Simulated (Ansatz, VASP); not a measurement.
**Two plane-wave programs on Al4Cd**

The input INCAR:

```
SYSTEM = Al4Cd
PREC     = Accurate       ! precision mode
ENCUT    = 520            ! plane-wave cutoff, eV
EDIFF    = 1E-7           ! SCF threshold, eV
ISMEAR   = 0              ! smearing method
SIGMA    = 0.1            ! smearing width, eV
LREAL    = .False.        ! projectors in reciprocal space
LASPH    = .True.         ! aspherical terms in the spheres
NELM     = 100            ! most SCF steps
ALGO     = Normal         ! electronic algorithm
ISIF     = 2              ! what is computed and relaxed
LWAVE    = .False.        ! write WAVECAR
LCHARG   = .False.        ! write CHGCAR
GGA      = PE             ! functional
NBANDS   = 20             ! bands
```

KPOINTS

```
Automatic mesh
0
Gamma
  6 6 6
  0 0 0
```

File POSCAR:

```
Al4Cd
1.0
    0.0000000000      3.0285678500      3.0285678500
    3.0285678500      0.0000000000      3.0285678500
    3.0285678500      3.0285678500      0.0000000000
Al Cd
4 1
Direct
    0.8662360800      0.8662360800      0.8662360800
    0.8662360800      0.8662360800      0.4012917500
    0.8662360800      0.4012917500      0.8662360800
    0.4012917500      0.8662360800      0.8662360800
    0.2500000000      0.2500000000      0.2500000000
```

Input for Ansatz:

```yaml
crystal:
  lattice:
    - [0.0, 3.02856785, 3.02856785]
    - [3.02856785, 0.0, 3.02856785]
    - [3.02856785, 3.02856785, 0.0]
  atoms:
    - { symbol: Al, position: [0.86623608, 0.86623608, 0.86623608] }
    - { symbol: Al, position: [0.86623608, 0.86623608, 0.40129175] }
    - { symbol: Al, position: [0.86623608, 0.40129175, 0.86623608] }
    - { symbol: Al, position: [0.40129175, 0.86623608, 0.86623608] }
    - { symbol: Cd, position: [0.25, 0.25, 0.25] }
basis:
  ecutwfc: 420
kpoints:
  mp_grid: { grid: [6, 6, 6] }
hamiltonian:
  xc: pbe
scf:
  occupations: { method: gaussian, width: 0.1 }
  lower_state_search: "off"
output:
  forces: true
  stress: true
  eigenvalues: true
```

Alike in both runs: task single point; functional PBE; k mesh 6 × 6 × 6; occupations gaussian, width 0.1 eV; no spin polarisation.

|  | VASP | Ansatz |
| --- | --- | --- |
| version | VASP 6.6.1 | Ansatz 0.2.0 |
| potentials or method | VASP PAW PBE potentials, release 64 (Al, Cd), cutoff 520 eV | scalar-relativistic, plane waves, PAW |
| valence electrons in the cell | 24 | 32 |

```tsv
	VASP	Ansatz	Ansatz less VASP
gap on the k mesh at the Fermi level (eV)	none	none	-
rms of the force components (eV/Å)	5.407	5.368	-0.0391
```

Atom by atom the forces differ by 0.039 eV/Å (rms over components). A gap of «none» marks a metal or a gap that the smearing closes. The functional is the same, so the differences come from potentials, cutoffs and numerics. VASP's potentials hold 24 valence electrons a cell and Ansatz's 32, so a difference there can come from the potentials and not from the codes.
